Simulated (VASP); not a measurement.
# ZnO (P4_2/mnm) in VASP: single point with PBEsol

Aim: the single point of ZnO with PBEsol.

Program: VASP 6.6.1. These are calculated values, not measurements. Logs are shortened: lines on timing, memory, paths and dates and some standing lists are left out, and cuts for length are marked.

### Step 1. The cell of the first run

Symmetry: P4_2/mnm, No. 136, tetragonal system. The conventional cell has a = 5.518 Å, b = 5.518 Å, c = 3.259 Å, α = 90.00°, β = 90.00°, γ = 90.00°. Within 2.6 Å of Zn (site symmetry m2m) lie 4 O at 1.94 to 2.01 Å. Within 2.6 Å of O (site symmetry m2m) lie 4 Zn at 1.94 to 2.01 Å.

### Step 2. Single point, PBEsol

Input file INCAR:

```
PREC = Accurate ; ENCUT = 910
EDIFF = 1E-6 ; ISMEAR = 0
SIGMA = 0.1 ; LREAL = Auto
LASPH = T ; NELM = 120
ALGO = Normal ; ISIF = 2
LWAVE = F ; LCHARG = T
GGA = PS ; LELF = T
LVHAR = T ; ISYM = 0
NBANDS = 86 ; GGA_COMPAT = F
```

Input file KPOINTS:

```
Automatic mesh
0
Gamma
  2 2 2
  0.5 0.5 0.5
```

Input file POSCAR:

```
ZnO
1.0
    0.0000000000      5.5175700700     -3.2587787700
    0.0000000000     -5.5175700700     -3.2587787700
   -5.5175700700      0.0000000000      3.2587787700
Zn O
8 8
Direct
    0.2500000000      0.0680271600      0.8180271600
    0.7500000000      0.5680271600      0.8180271600
    0.2500000000      0.4319728400      0.1819728400
    0.7500000000      0.9319728400      0.1819728400
    0.3180271600      0.0000000000      0.3180271600
    0.8180271600      0.5000000000      0.3180271600
    0.6819728400      0.0000000000      0.6819728400
    0.1819728400      0.5000000000      0.6819728400
    0.9327527700      0.7500000000      0.1827527700
    0.4327527700      0.2500000000      0.1827527700
    0.5672472300      0.7500000000      0.8172472300
    0.0672472300      0.2500000000      0.8172472300
    0.5000000000      0.8172472300      0.3172472300
    0.0000000000      0.3172472300      0.3172472300
    0.5000000000      0.1827527700      0.6827527700
    0.0000000000      0.6827527700      0.6827527700
```

Potentials or basis: VASP PAW PBE potentials, release 64 (Zn, O_h).

Started as:

```console
$ cat potpaw_PBE.64/Zn/POTCAR potpaw_PBE.64/O_h/POTCAR > POTCAR
$ mpirun -np 1 vasp_std > vasp.out
```

OUTCAR:

```text
PREC = Accurate
   ENCUT = 910
   EDIFF = 1E-6
   ISMEAR = 0
   LREAL = Auto
   LASPH = T
   NELM = 120
   ISIF = 2
   GGA = PS
   ISYM = 0

 ion  position               nearest neighbor table
   1  0.250  0.068  0.818-  15 1.94  16 1.94  10 2.01  12 2.01   3 2.84
   2  0.750  0.568  0.818-  15 1.94  16 1.94   9 2.01  11 2.01   4 2.84
   3  0.250  0.432  0.182-  13 1.94  14 1.94  12 2.01  10 2.01   1 2.84
   4  0.750  0.932  0.182-  13 1.94  14 1.94  11 2.01   9 2.01   2 2.84
   5  0.318  0.000  0.318-   9 1.94  10 1.94  15 2.01  13 2.01   7 2.84
   6  0.818  0.500  0.318-   9 1.94  10 1.94  16 2.01  14 2.01   8 2.84
   7  0.682  0.000  0.682-  11 1.94  12 1.94  13 2.01  15 2.01   5 2.84
   8  0.182  0.500  0.682-  11 1.94  12 1.94  14 2.01  16 2.01   6 2.84
   9  0.933  0.750  0.183-   5 1.94   6 1.94   2 2.01   4 2.01
  10  0.433  0.250  0.183-   5 1.94   6 1.94   1 2.01   3 2.01
  11  0.567  0.750  0.817-   7 1.94   8 1.94   4 2.01   2 2.01
  12  0.067  0.250  0.817-   7 1.94   8 1.94   3 2.01   1 2.01
  13  0.500  0.817  0.317-   3 1.94   4 1.94   7 2.01   5 2.01
  14  0.000  0.317  0.317-   3 1.94   4 1.94   8 2.01   6 2.01
  15  0.500  0.183  0.683-   1 1.94   2 1.94   5 2.01   7 2.01
  16  0.000  0.683  0.683-   1 1.94   2 1.94   6 2.01   8 2.01

IMPORTANT INFORMATION: All symmetrisations will be switched off!
NOSYMM: (Re-)initialisation of all symmetry stuff for point group C_1.

----------------------------------------------------------------------------------------

                                     Primitive cell

  volume of cell :     198.4178

  direct lattice vectors                    reciprocal lattice vectors
     0.000000000  5.517570070 -3.258778770    -0.090619601  0.090619601 -0.153431710
     0.000000000 -5.517570070 -3.258778770    -0.090619601 -0.090619601 -0.153431710
    -5.517570070  0.000000000  3.258778770    -0.181239203  0.000000000  0.000000000

  length of vectors
     6.408058875  6.408058875  6.408058875     0.199912766  0.199912766  0.181239203

  position of ions in fractional coordinates (direct lattice)
     0.250000000  0.068027160  0.818027160
     0.750000000  0.568027160  0.818027160
     0.250000000  0.431972840  0.181972840
     0.750000000  0.931972840  0.181972840
     0.318027160  0.000000000  0.318027160
     0.818027160  0.500000000  0.318027160
[... 8 lines left out ...]
     0.500000000  0.182752770  0.682752770
     0.000000000  0.682752770  0.682752770

  ion indices of the primitive-cell ions
   primitive index   ion index
                 1           1
                 2           2
                 3           3
                 4           4
                 5           5
                 6           6
[... 8 lines left out ...]
                15          15
                16          16

----------------------------------------------------------------------------------------

 KPOINTS: Automatic mesh

Automatic generation of k-mesh.
 Grid dimensions read from file:
 generate k-points for:    2    2    2

 Generating k-lattice:

  Cartesian coordinates                     Fractional coordinates (reciprocal lattice)
    -0.045309801  0.045309801 -0.076715855     0.500000000  0.000000000  0.000000000
    -0.045309801 -0.045309801 -0.076715855     0.000000000  0.500000000  0.000000000
    -0.090619601  0.000000000  0.000000000     0.000000000  0.000000000  0.500000000

  Length of vectors
     0.099956383  0.099956383  0.090619601

  Shift w.r.t. Gamma in fractional coordinates (k-lattice)
     0.500000000  0.500000000  0.500000000

 Subroutine IBZKPT returns following result:
 ===========================================

 Found      4 irreducible k-points:

 Following reciprocal coordinates:
            Coordinates               Weight
  0.250000  0.250000  0.250000      2.000000
 -0.250000  0.250000  0.250000      2.000000
  0.250000 -0.250000  0.250000      2.000000
 -0.250000 -0.250000  0.250000      2.000000
   k-points           NKPTS =      4   k-points in BZ     NKDIM =      4   number of bands    NBANDS=     86
   number of dos      NEDOS =    301   number of ions     NIONS =     16
   total plane-waves  NPLWV = 262144
   dimension x,y,z NGX =    64 NGY =   64 NGZ =   64
   dimension x,y,z NGXF=   128 NGYF=  128 NGZF=  128
   ions per type =               8   8
   NGX,Y,Z   is equivalent  to a cutoff of  16.60, 16.60, 16.60 a.u.
   NGXF,Y,Z  is equivalent  to a cutoff of  33.21, 33.21, 33.21 a.u.
 SYSTEM =  unknown system
   PREC   = accura    normal or accurate (medium, high low for compatibility)
   ISTART =      0    job   : 0-new  1-cont  2-samecut
   ICHARG =      2    charge: 1-file 2-atom 10-const
   ISPIN  =      1    spin polarized calculation?
   LNONCOLLINEAR =      F non collinear calculations
   LSORBIT =      F    spin-orbit coupling
   LASPH  =      T    aspherical Exc in radial PAW
   ENCUT  =  910.0 eV  66.88 Ry    8.18 a.u.  15.76 15.76 15.76*2*pi/ulx,y,z
   NELM   =    120;   NELMIN=  2; NELMDL= -5     # of ELM steps
   EDIFF  = 0.1E-05   stopping-criterion for ELM
   LREAL  =      T    real-space projection
   EDIFFG = 0.1E-04   stopping-criterion for IOM
   NSW    =      0    number of steps for IOM
   IBRION =     -1    ionic relax: 0-MD 1-quasi-New 2-CG
   NFREE  =      0    steps in history (QN), initial steepest desc. (CG)
   ISIF   =      2    stress and relaxation
   ISYM   =      0    0-nonsym 1-usesym 2-fastsym
   POTIM  = 0.5000    time-step for ionic-motion
   TEBEG  =    0.0;   TEEND  =   0.0 temperature during run
   PSTRESS=    0.0 pullay stress
   NELECT =     144.0000    total number of electrons
   NUPDOWN=      -1.0000    fix difference up-down
   EMIN   =  10.00;   EMAX   =-10.00  energy-range for DOS
   EFERMI =   0.00;   METHOD = LEGACY
   ISMEAR =     0;   SIGMA  =   0.10  broadening in eV -4-tet -1-fermi 0-gaus
   EFERMI_NEDOS =   21; number of points for ismear=-14 and -15
   IALGO  =     38    algorithm
   IMIX   =      4    mixing-type and parameters
     AMIX     =   0.40;   BMIX     =  1.00
     AMIX_MAG =   1.60;   BMIX_MAG =  1.00
  volume/ion in A,a.u.               =      12.40        83.69
  Fermi-wavevector in a.u.,A,eV,Ry     =   1.471190  2.780146 29.448455  2.164400
  Thomas-Fermi vector in A             =   2.586356
   LORBIT       =      0    0 simple, 1 ext, 2 COOP (PROOUT), +10 PAW based schemes
   GGA     = PS    functional components
   LHFCALC =     F    Hartree Fock is set to
   AEXX    =    0.0000 exact exchange contribution
   IVDW    =     0    specifies the selected vdW correction
   LEPSILON=     F    determine dielectric tensor
   LRPA    =     F    only Hartree local field effects (RPA)
 non-spin polarized calculation
 Gauss-broadening in eV      SIGMA  =   0.10
  energy-cutoff  :      910.00
  volume of cell :      198.42
 maximum number of plane-waves:     12365
   NGX = 31   NGY = 31   NGZ = 31

 number of electron     144.0000016 magnetization

 Free energy of the ion-electron system (eV)
  ---------------------------------------------------
  ext. energy  EPLUGINS =         0.00000000
  ---------------------------------------------------
  free energy    TOTEN  =       -77.22260280 eV

  energy without entropy =      -77.22260280  energy(sigma->0) =      -77.22260280

 E-fermi :   1.3779     XC(G=0): -10.8983

 val. band max:        0.8951334761   @ k =   0.2500  -0.2500   0.2500
 cond. band min:       3.4234077704   @ k =  -0.2500   0.2500   0.2500
 fundamental gap:      2.5282742943
 Fermi energy:         1.3779060608

 k-point     1 :       0.2500    0.2500    0.2500
  band No.  band energies     occupation
      1     -16.4444      2.00000
      2     -16.4444      2.00000
      3     -16.4443      2.00000
      4     -16.4443      2.00000
      5     -16.0239      2.00000
      6     -16.0239      2.00000
[... 76 lines left out ...]
     83       9.1719      0.00000
     84       9.1719      0.00000

 k-point     2 :      -0.2500    0.2500    0.2500
  band No.  band energies     occupation
      1     -16.7538      2.00000
      2     -16.3717      2.00000
      3     -16.2539      2.00000
      4     -16.2533      2.00000
      5     -16.2027      2.00000
      6     -16.0674      2.00000
[... 76 lines left out ...]
     83       9.0622      0.00000
     84       9.5706      0.00000

 k-point     3 :       0.2500   -0.2500    0.2500
  band No.  band energies     occupation
      1     -16.7538      2.00000
      2     -16.3717      2.00000
      3     -16.2540      2.00000
      4     -16.2532      2.00000
      5     -16.2027      2.00000
      6     -16.0674      2.00000
[... 76 lines left out ...]
     83       9.0622      0.00000
     84       9.5707      0.00000

 k-point     4 :      -0.2500   -0.2500    0.2500
  band No.  band energies     occupation
      1     -16.6875      2.00000
      2     -16.3619      2.00000
      3     -16.3619      2.00000
      4     -16.1045      2.00000
      5     -16.1045      2.00000
      6     -16.0971      2.00000
[... 76 lines left out ...]
     83       9.3013      0.00000
     84       9.6603      0.00000
 [bands above 84 left out]

------------------------ aborting loop because EDIFF is reached ----------------------------------------

  FORCE on cell =-STRESS in cart. coord.  units (eV):
  Direction    XX          YY          ZZ          XY          YZ          ZX
  --------------------------------------------------------------------------------------
  -------------------------------------------------------------------------------------
  Total       -0.4092565     -0.4091960     -0.5399593     -0.0001148     -0.0000095     -0.0000736
  in kB       -3.3046510     -3.3041626     -4.3600451     -0.0009273     -0.0000771     -0.0005946
  external PRESSURE =      -3.6562862 kB  Pullay stress =       0.0000000 kB

 VOLUME and BASIS-vectors are now :
 -----------------------------------------------------------------------------
  energy-cutoff  :      910.00
  volume of cell :      198.42
      direct lattice vectors                 reciprocal lattice vectors
     0.000000000  5.517570070 -3.258778770    -0.090619601  0.090619601 -0.153431710
     0.000000000 -5.517570070 -3.258778770    -0.090619601 -0.090619601 -0.153431710
    -5.517570070  0.000000000  3.258778770    -0.181239203  0.000000000  0.000000000

 POSITION                                       TOTAL-FORCE (eV/Angst)
 -----------------------------------------------------------------------------------
     -4.51352      1.00405      1.62939         0.003687      0.003707     -0.000009
     -4.51352      1.00405     -1.62939         0.003692      0.003698      0.000009
     -1.00405     -1.00405     -1.62939        -0.003709     -0.003698      0.000007
     -1.00405     -1.00405     -4.88817        -0.003704     -0.003702     -0.000007
     -1.75474      1.75474      0.00000         0.003748     -0.003741     -0.000013
     -1.75474      1.75474     -3.25878         0.003744     -0.003726      0.000014
[... 8 lines left out ...]
     -3.76714      1.75043     -0.00000         0.001649      0.001704     -0.000023
     -3.76714     -3.76714      0.00000         0.001721      0.001667      0.000009
 -----------------------------------------------------------------------------------
    total drift:                               -0.000001      0.000016     -0.000020

  FREE ENERGIE OF THE ION-ELECTRON SYSTEM (eV)
  ---------------------------------------------------
  free  energy   TOTEN  =       -77.2226028036 eV

  energy  without entropy=      -77.2226028036  energy(sigma->0) =      -77.22260280
```

Wall time 6.9 min (1 thread of AMD EPYC 7R13 (Zen 3), shared host); peak memory 0.56 GiB.

Results:

```yaml
Free_energy: -77.2226 eV
Pressure: -0.4 GPa
Largest_force: 0.005 eV/Å
Band_gap_on_the_k_mesh: 2.53 eV
```

Forces in eV/Å, atoms in the order of the input:
```
Zn   0.004  0.004  0.000
Zn   0.004  0.004  0.000
Zn  -0.004 -0.004  0.000
Zn  -0.004 -0.004  0.000
Zn   0.004 -0.004  0.000
Zn   0.004 -0.004  0.000
Zn  -0.004  0.004  0.000
Zn  -0.004  0.004  0.000
O    0.002 -0.002  0.000
O    0.002 -0.002  0.000
O   -0.002  0.002  0.000
O   -0.002  0.002  0.000
O   -0.002 -0.002  0.000
O   -0.002 -0.002  0.000
O    0.002  0.002  0.000
O    0.002  0.002  0.000
```

Stress tensor (GPa, compression positive):
```
-0.33  0.00  0.00
 0.00 -0.33  0.00
 0.00  0.00 -0.44
```

Levels at points of the mesh, in eV from the valence-band top:
```csv
k point,band 68,band 69,band 70,band 71,band 72,band 73,band 74,band 75,band 76,band 77
"(0.25, 0.25, 0.25)",-0.80,-0.59,-0.59,-0.59,-0.59,4.55,4.55,4.55,4.55,7.48
```

Caveat: the k points lie up to 0.63 Å⁻¹ apart; the cutoff is under 1.25 times the usual one of these potentials, so pressure, stress and relaxed cells hold a basis-set (Pulay) error; the PAW data sets were made with another functional, which shifts forces and pressure a little; a shifted mesh leaves out Γ, where band edges can lie. A k mesh can miss the band edges.
